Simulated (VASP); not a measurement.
A run of VASP 6.6.1 is set up as follows.

Contents of INCAR:

```
SYSTEM = SiGe
ALGO = Normal
EDIFF = 1E-6
ENCUT = 520
GGA = PS
ISIF = 2
ISMEAR = 0
LASPH = .True.
LCHARG = .False.
LREAL = .False.
LWAVE = .False.
NBANDS = 26
NELM = 60
PREC = Accurate
SIGMA = 0.03
```

The input KPOINTS:

```
k-points
0
Gamma
  12 12 6
  0 0 0
```

The input POSCAR:

```
SiGe
1.0
    3.9005968931      0.0000000000      0.0000000000
   -1.9502984466      3.3780159994      0.0000000000
    0.0000000000      0.0000000000      6.4433927721
Si Ge
2 2
Direct
    0.6666666667      0.3333333333      0.8745463420
    0.3333333333      0.6666666667      0.3745463420
    0.6666666667      0.3333333333      0.5004526580
    0.3333333333      0.6666666667      0.0004526580
```

Potentials or basis: VASP PAW PBE potentials, release 64 (Si, Ge_d).

Command:

```console
$ cat potpaw_PBE.64/Si/POTCAR potpaw_PBE.64/Ge_d/POTCAR > POTCAR
$ mpirun -np 1 vasp_std > vasp.out
```

**Question.** What does it give for the band gap on the k mesh?

**Answer.** 0.35 eV (least direct gap 0.41 eV).

**Question.** Estimate the pressure.

**Answer.** 0.0 GPa.

Caveat: the PAW data sets were made with another functional, which shifts forces and pressure a little. A k mesh can miss the band edges.
